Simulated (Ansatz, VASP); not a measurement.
# Two plane-wave programs on GaS3

```
Ga S
1.0
     4.65957    0.00000    0.00000
     0.00000    4.65957    0.00000
     0.00000    0.00000    3.09165
Ga S
1 3
Direct
  0.00000 0.00000 0.00000
  0.00000 0.50000 0.50000
  0.50000 0.00000 0.50000
  0.50000 0.50000 0.00000
```

Alike in both runs: task relaxation of cell and atoms; functional PBE; k mesh 4 × 4 × 6; occupations gaussian, width 0.1 eV; no spin polarisation.

|  | VASP | Ansatz |
| --- | --- | --- |
| version | VASP 6.6.1 | Ansatz 0.2.0 |
| potentials or method | VASP PAW PBE potentials, release 64 (Ga_d, S), cutoff 600 eV | scalar-relativistic, plane waves, PAW |
| valence electrons in the cell | 31 | 31 |

|  | VASP | Ansatz | Ansatz less VASP |
| --- | --- | --- | --- |
| gap on the k mesh at the Fermi level, each at its own relaxed structure (eV) | none | none | - |
| relaxed volume (Å³/atom) | 16.68 | 16.67 | -0.010 |
| relaxed length of the cell vector where the two differ most in proportion (Å) | 3.237 | 3.232 | -0.0053 |

A gap of «none» marks a metal or a gap that the smearing closes.
